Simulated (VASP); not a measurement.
Wanted: the native input for a VASP 6.6.1 run.

* Task: single point
* Functional: PBE
* Potentials or basis: VASP PAW PBE potentials, release 64 (Ta_pv, N)
* Cutoff: 520 eV
* k mesh: 6 × 6 × 4
* Occupations: gaussian, width 0.1 eV
* Spin: collinear spin
* Starting moments: [1.0, 1.0, 0.0, 0.0] μB
* Dipole correction: no
* Further INCAR settings: ALGO = Normal; EDIFF = 1e-06; NBANDS = 28

The structure of TaN lies in POSCAR:

```
TaN
1.0
    3.8959504000      0.0000000000      0.0000000000
   -1.9479752000      3.3739920200      0.0000000000
    0.0000000000      0.0000000000      3.9207426700
Ta N
2 2
Direct
    0.3333333300      0.6666666700      0.0340170900
    0.6666666700      0.3333333300      0.9659829100
    0.0000000000      0.0000000000      0.6579053700
    0.0000000000      0.0000000000      0.3420946300
```

The cell was built from a structure type or drawn by symmetry, and may not be a known phase.

These files were run (other wordings do the same):

INCAR

```
SYSTEM = TaN
PREC = Accurate
ENCUT = 520
EDIFF = 1E-6
ISMEAR = 0
SIGMA = 0.1
LREAL = .False.
LASPH = .True.
NELM = 150
ALGO = Normal
ISIF = 2
LWAVE = .False.
LCHARG = .False.
ISPIN = 2
MAGMOM = 1 1 0 0
LORBIT = 11
LMAXMIX = 4
GGA = PE
NBANDS = 28
```

KPOINTS

```
regular mesh
0
Gamma
  6 6 4
  0 0 0
```

Potentials or basis: VASP PAW PBE potentials, release 64 (Ta_pv, N).

The run is started by

```console
$ cat potpaw_PBE.64/Ta_pv/POTCAR potpaw_PBE.64/N/POTCAR > POTCAR
$ mpirun -np 1 vasp_std > vasp.out
```

Results of the run:

```yaml
Pressure: 35.7 GPa
Largest_force: 2.924 eV/Å
Band_gap_on_the_k_mesh: zero (filled and empty bands overlap)
Net_moment: 0.00 μB per cell
Valence_electrons_inside_the_program's_atomic_spheres: Ta 9.53; N 3.75
```

Caveat: the k points lie up to 0.40 Å⁻¹ apart, too coarse for converged energies and pressures of a metal; the standard files for N, O and F lose accuracy on very short bonds; spin-orbit coupling is left out, which moves the levels of the heavy elements; forces of over 1 eV/Å act on the atoms, so gaps and moduli don't describe the material at rest.

It took 82 s on 1 thread of Intel Xeon 8259CL, with other jobs on the host, peak memory 0.22 GiB.
